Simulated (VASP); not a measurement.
# Si3C (Pmc2_1) in VASP: single point with LDA

Aim: the single point of Si3C with LDA.

All numbers are computed with VASP 6.6.1; they aren't measurements. Logs are shortened: lines on timing, memory, paths and dates and some standing lists are left out, and cuts for length are marked.

**1. The cell of the first run**

Symmetry: Pmc2_1, No. 26, orthorhombic system. Conventional cell: a = 3.369 Å, b = 5.999 Å, c = 5.625 Å, α = 90.00°, β = 90.00°, γ = 90.00°. Si (site symmetry m) has 2 C at 1.90 to 1.91 Å and 2 Si at 2.28 Å within 2.5 Å. Si (site symmetry m) has 2 C at 1.95 Å and 2 Si at 2.32 Å within 2.6 Å. Si (site symmetry m) has 4 Si at 2.28 to 2.32 Å within 3.0 Å. C (site symmetry m) has 4 Si at 1.90 to 1.95 Å within 2.5 Å.

**2. Single point, LDA**

Contents of INCAR:

```
SYSTEM = Si3C
PREC = Accurate
ENCUT = 520
EDIFF = 1E-6
ISMEAR = 0
SIGMA = 0.01
LREAL = .FALSE.
LASPH = .TRUE.
NELM = 60
ALGO = Normal
ISIF = 2
LWAVE = .FALSE.
LCHARG = .TRUE.
GGA = CA
LELF = .TRUE.
LVHAR = .TRUE.
NBANDS = 26
```

Contents of KPOINTS:

```
Automatic mesh
0
G
  12 8 8
  0 0 0
```

Contents of POSCAR:

```
Si3C
1.0
    1.6843059633     -2.9173035040      0.0000000000
    0.0000000000      0.0000000000     -5.6254840825
    5.1953008856      2.9995083648      0.0000000000
Si C
6 2
Direct
    0.5000000000      0.9022960503      0.1388792623
    0.0000000000      0.9704608084      0.7205543510
    0.0000000000      0.4704608084      0.2794456490
    0.5000000000      0.4022960503      0.8611207377
    0.0000000000      0.5642522697      0.6561674392
    0.0000000000      0.0642522697      0.3438325608
    0.5000000000      0.5629908715      0.1387601023
    0.5000000000      0.0629908715      0.8612398977
```

Potentials or basis: VASP PAW LDA potentials, release 64 (Si, C).

Command:

```console
$ cat potpaw_LDA.64/Si/POTCAR potpaw_LDA.64/C/POTCAR > POTCAR
$ mpirun -np 1 vasp_std > vasp.out
```

OUTCAR:

```text
SYSTEM = Si3C
   PREC = Accurate
   ENCUT = 520
   EDIFF = 1E-6
   ISMEAR = 0
   LREAL = .FALSE.
   LASPH = .TRUE.
   NELM = 60
   ISIF = 2
   GGA = CA

 ion  position               nearest neighbor table
   1  0.500  0.902  0.139-   8 1.90   7 1.91   6 2.28   6 2.28   2 3.05   2 3.05   3 3.07   3 3.07

   2  0.000  0.970  0.721-   8 1.95   8 1.95   5 2.32   6 2.32   1 3.05   1 3.05   4 3.07   4 3.07

   3  0.000  0.470  0.279-   7 1.95   7 1.95   6 2.32   5 2.32   4 3.05   4 3.05   1 3.07   1 3.07

   4  0.500  0.402  0.861-   7 1.90   8 1.91   5 2.28   5 2.28   3 3.05   3 3.05   2 3.07   2 3.07

   5  0.000  0.564  0.656-   4 2.28   4 2.28   2 2.32   3 2.32
   6  0.000  0.064  0.344-   1 2.28   1 2.28   3 2.32   2 2.32
   7  0.500  0.563  0.139-   4 1.90   1 1.91   3 1.95   3 1.95
   8  0.500  0.063  0.861-   1 1.90   4 1.91   2 1.95   2 1.95

  LATTYP: Found a simple orthorhombic cell.
 ALAT       =     3.3686119267
 B/A-ratio  =     1.6699709569
 C/A-ratio  =     1.7808571780

  Lattice vectors:

 A1 = (   1.6843059633,  -2.9173035040,   0.0000000000)
 A2 = (   0.0000000000,   0.0000000000,  -5.6254840825)
 A3 = (   5.1953008856,   2.9995083648,   0.0000000000)

Analysis of symmetry for initial positions (statically):
=====================================================================
 Subroutine PRICEL returns:
 Original cell was already a primitive cell.

 Routine SETGRP: Setting up the symmetry group for a
 simple orthorhombic supercell.

 Subroutine GETGRP returns: Found  4 space group operations
 (whereof  2 operations were pure point group operations)
 out of a pool of  8 trial point group operations.

The static configuration has the point symmetry C_1h.
 The point group associated with its full space group is C_2v.

Analysis of symmetry for dynamics (positions and initial velocities):
=====================================================================
 Subroutine PRICEL returns:
 Original cell was already a primitive cell.

 Routine SETGRP: Setting up the symmetry group for a
 simple orthorhombic supercell.

 Subroutine GETGRP returns: Found  4 space group operations
 (whereof  2 operations were pure point group operations)
 out of a pool of  8 trial point group operations.

The dynamic configuration has the point symmetry C_1h.
 The point group associated with its full space group is C_2v.

 Subroutine INISYM returns: Found  4 space group operations
 (whereof  2 operations are pure point group operations),
 and found     1 'primitive' translations

----------------------------------------------------------------------------------------

                                     Primitive cell

  volume of cell :     113.6818

  direct lattice vectors                    reciprocal lattice vectors
     1.684305963 -2.917303504  0.000000000     0.148429089 -0.257086724  0.000000000
     0.000000000  0.000000000 -5.625484082     0.000000000  0.000000000 -0.177762480
     5.195300886  2.999508365  0.000000000     0.144361225  0.083346992  0.000000000

  length of vectors
     3.368611927  5.625484082  5.999016730     0.296858178  0.177762480  0.166693984

  position of ions in fractional coordinates (direct lattice)
     0.500000000  0.902296050  0.138879262
     1.000000000  0.970460808  0.720554351
     1.000000000  0.470460808  0.279445649
     0.500000000  0.402296050  0.861120738
     1.000000000  0.564252270  0.656167439
     1.000000000  0.064252270  0.343832561
     0.500000000  0.562990871  0.138760102
     0.500000000  0.062990871  0.861239898

  ion indices of the primitive-cell ions
   primitive index   ion index
                 1           1
                 2           2
                 3           3
                 4           4
                 5           5
                 6           6
                 7           7
                 8           8

----------------------------------------------------------------------------------------

 KPOINTS: Automatic mesh

Automatic generation of k-mesh.
 Grid dimensions read from file:
 generate k-points for:   12    8    8

 Generating k-lattice:

  Cartesian coordinates                     Fractional coordinates (reciprocal lattice)
     0.012369091 -0.021423894  0.000000000     0.083333333  0.000000000  0.000000000
     0.000000000  0.000000000 -0.022220310     0.000000000  0.125000000  0.000000000
     0.018045153  0.010418374  0.000000000     0.000000000  0.000000000  0.125000000

  Length of vectors
     0.024738182  0.022220310  0.020836748

  Shift w.r.t. Gamma in fractional coordinates (k-lattice)
     0.000000000  0.000000000  0.000000000

 Subroutine IBZKPT returns following result:
 ===========================================

 Found    175 irreducible k-points:

 Following reciprocal coordinates:
            Coordinates               Weight
  0.000000  0.000000  0.000000      1.000000
  0.083333  0.000000  0.000000      2.000000
  0.166667  0.000000  0.000000      2.000000
  0.250000  0.000000  0.000000      2.000000
  0.333333  0.000000 -0.000000      2.000000
  0.416667  0.000000  0.000000      2.000000
[... 16 lines left out ...]
  0.083333  0.375000  0.000000      4.000000
  0.166667  0.375000  0.000000      4.000000
 [... further k-points ...]
   k-points           NKPTS =    175   k-points in BZ     NKDIM =    175   number of bands    NBANDS=     26
   number of dos      NEDOS =    301   number of ions     NIONS =      8
   total plane-waves  NPLWV =  56448
   dimension x,y,z NGX =    28 NGY =   42 NGZ =   48
   dimension x,y,z NGXF=    56 NGYF=   84 NGZF=   96
   ions per type =               6   2
   NGX,Y,Z   is equivalent  to a cutoff of  13.82, 12.41, 13.30 a.u.
   NGXF,Y,Z  is equivalent  to a cutoff of  27.64, 24.82, 26.60 a.u.
 SYSTEM =  Si3C
   PREC   = accura    normal or accurate (medium, high low for compatibility)
   ISTART =      0    job   : 0-new  1-cont  2-samecut
   ICHARG =      2    charge: 1-file 2-atom 10-const
   ISPIN  =      1    spin polarized calculation?
   LNONCOLLINEAR =      F non collinear calculations
   LSORBIT =      F    spin-orbit coupling
   LASPH  =      T    aspherical Exc in radial PAW
   ENCUT  =  520.0 eV  38.22 Ry    6.18 a.u.   6.26 10.46 11.15*2*pi/ulx,y,z
   NELM   =     60;   NELMIN=  2; NELMDL= -5     # of ELM steps
   EDIFF  = 0.1E-05   stopping-criterion for ELM
   LREAL  =      F    real-space projection
   EDIFFG = 0.1E-04   stopping-criterion for IOM
   NSW    =      0    number of steps for IOM
   IBRION =     -1    ionic relax: 0-MD 1-quasi-New 2-CG
   NFREE  =      0    steps in history (QN), initial steepest desc. (CG)
   ISIF   =      2    stress and relaxation
   ISYM   =      2    0-nonsym 1-usesym 2-fastsym
   POTIM  = 0.5000    time-step for ionic-motion
   TEBEG  =    0.0;   TEEND  =   0.0 temperature during run
   PSTRESS=    0.0 pullay stress
   NELECT =      32.0000    total number of electrons
   NUPDOWN=      -1.0000    fix difference up-down
   EMIN   =  10.00;   EMAX   =-10.00  energy-range for DOS
   EFERMI =   0.00;   METHOD = LEGACY
   ISMEAR =     0;   SIGMA  =   0.01  broadening in eV -4-tet -1-fermi 0-gaus
   EFERMI_NEDOS =   21; number of points for ismear=-14 and -15
   IALGO  =     38    algorithm
   IMIX   =      4    mixing-type and parameters
     AMIX     =   0.40;   BMIX     =  1.00
     AMIX_MAG =   1.60;   BMIX_MAG =  1.00
  volume/ion in A,a.u.               =      14.21        95.90
  Fermi-wavevector in a.u.,A,eV,Ry     =   1.072905  2.027496 15.662001  1.151125
  Thomas-Fermi vector in A             =   2.208689
   LORBIT       =      0    0 simple, 1 ext, 2 COOP (PROOUT), +10 PAW based schemes
   GGA     = CA    functional components
   LHFCALC =     F    Hartree Fock is set to
   AEXX    =    0.0000 exact exchange contribution
   IVDW    =     0    specifies the selected vdW correction
   LEPSILON=     F    determine dielectric tensor
   LRPA    =     F    only Hartree local field effects (RPA)
 non-spin polarized calculation
 Gauss-broadening in eV      SIGMA  =   0.01
  energy-cutoff  :      520.00
  volume of cell :      113.68
 maximum number of plane-waves:      3090
 NGX is ok and might be reduce to    28
   NGX = 13   NGY = 21   NGZ = 23

 number of electron      31.9999998 magnetization

 Free energy of the ion-electron system (eV)
  ---------------------------------------------------
  ext. energy  EPLUGINS =         0.00000000
  ---------------------------------------------------
  free energy    TOTEN  =       -54.90942322 eV

  energy without entropy =      -54.90940419  energy(sigma->0) =      -54.90941371

 E-fermi :   8.4897     XC(G=0): -10.6321

 val. band max:        8.4514517899   @ k =  -0.0000   0.2500   0.1250
 cond. band min:       8.4904540584   @ k =  -0.0000   0.2500   0.5000
 fundamental gap:      0.0390022685
 Fermi energy:         8.4896538493

 k-point     1 :       0.0000    0.0000    0.0000
  band No.  band energies     occupation
      1      -7.0702      2.00000
      2      -5.1590      2.00000
      3      -2.5401      2.00000
      4      -1.9876      2.00000
      5      -0.7422      2.00000
      6      -0.0527      2.00000
[... 18 lines left out ...]
     25      13.1826      0.00000
     26      13.5050      0.00000

 k-point     2 :       0.0833    0.0000    0.0000
  band No.  band energies     occupation
      1      -6.9996      2.00000
      2      -5.0955      2.00000
      3      -2.4607      2.00000
      4      -1.9608      2.00000
      5      -0.6795      2.00000
      6       0.0234      2.00000
[... 18 lines left out ...]
     25      13.2651      0.00000
[... 608 lines left out ...]
     25      12.3357      0.00000
     26      12.8322      0.00000

 k-point    24 :       0.1667    0.3750    0.0000
  band No.  band energies     occupation
      1      -6.3195      2.00000
      2      -5.6063      2.00000
      3      -2.3566      2.00000
      4      -1.9158      2.00000
      5      -0.6204      2.00000
      6      -0.0443      2.00000
[... 18 lines left out ...]
     25      12.6945      0.00000
     26      13.2222      0.00000

 [... further k-points ...]

------------------------ aborting loop because EDIFF is reached ----------------------------------------

  FORCE on cell =-STRESS in cart. coord.  units (eV):
  Direction    XX          YY          ZZ          XY          YZ          ZX
  --------------------------------------------------------------------------------------
  -------------------------------------------------------------------------------------
  Total        0.1222687      0.1256110      0.1508052     -0.0028945      0.0000000      0.0000000
  in kB        1.7231967      1.7703014      2.1253769     -0.0407938      0.0000000      0.0000000
  external PRESSURE =       1.8729584 kB  Pullay stress =       0.0000000 kB

 VOLUME and BASIS-vectors are now :
 -----------------------------------------------------------------------------
  energy-cutoff  :      520.00
  volume of cell :      113.68
      direct lattice vectors                 reciprocal lattice vectors
     1.684305963 -2.917303504  0.000000000     0.148429089 -0.257086724  0.000000000
     0.000000000  0.000000000 -5.625484082     0.000000000  0.000000000 -0.177762480
     5.195300886  2.999508365  0.000000000     0.144361225  0.083346992  0.000000000

 POSITION                                       TOTAL-FORCE (eV/Angst)
 -----------------------------------------------------------------------------------
      1.56367     -1.04208     -5.07585         0.016918      0.009768     -0.000072
      3.74350      2.16131     -5.45931        -0.011159     -0.006442      0.009058
      1.45180      0.83820     -2.64657         0.011159      0.006442      0.009058
      5.31593      1.12429     -2.26311        -0.016918     -0.009768     -0.000072
      3.40899      1.96818     -3.17419        -0.002815     -0.001625     -0.002088
      1.78631      1.03133     -0.36145         0.002815      0.001625     -0.002088
      1.56305     -1.04244     -3.16710         0.006413      0.003703     -0.006898
      5.31655      1.12464     -0.35435        -0.006413     -0.003703     -0.006898
 -----------------------------------------------------------------------------------
    total drift:                               -0.000000     -0.000000     -0.000027

  FREE ENERGIE OF THE ION-ELECTRON SYSTEM (eV)
  ---------------------------------------------------
  free  energy   TOTEN  =       -54.9094232208 eV

  energy  without entropy=      -54.9094041916  energy(sigma->0) =      -54.90941371
```

It took 5.4 min on 1 thread of AMD EPYC 9R45 (Zen 5), shared host; peak memory 0.43 GiB.

Results:

| Quantity | Value |
| --- | --- |
| Free energy | -54.9094 eV |
| Pressure | 0.2 GPa |
| Largest force | 0.020 eV/Å |
| Band gap on the k mesh | zero (bands 16 and 17 overlap by 0.26 eV) |

Forces in eV/Å, atoms in the order of the input:
```
Si   0.017  0.010  0.000
Si  -0.011 -0.006  0.009
Si   0.011  0.006  0.009
Si  -0.017 -0.010  0.000
Si  -0.003 -0.002 -0.002
Si   0.003  0.002 -0.002
C    0.006  0.004 -0.007
C   -0.006 -0.004 -0.007
```

Caveat: semilocal functionals underestimate gaps, so a narrow gap can read as zero.
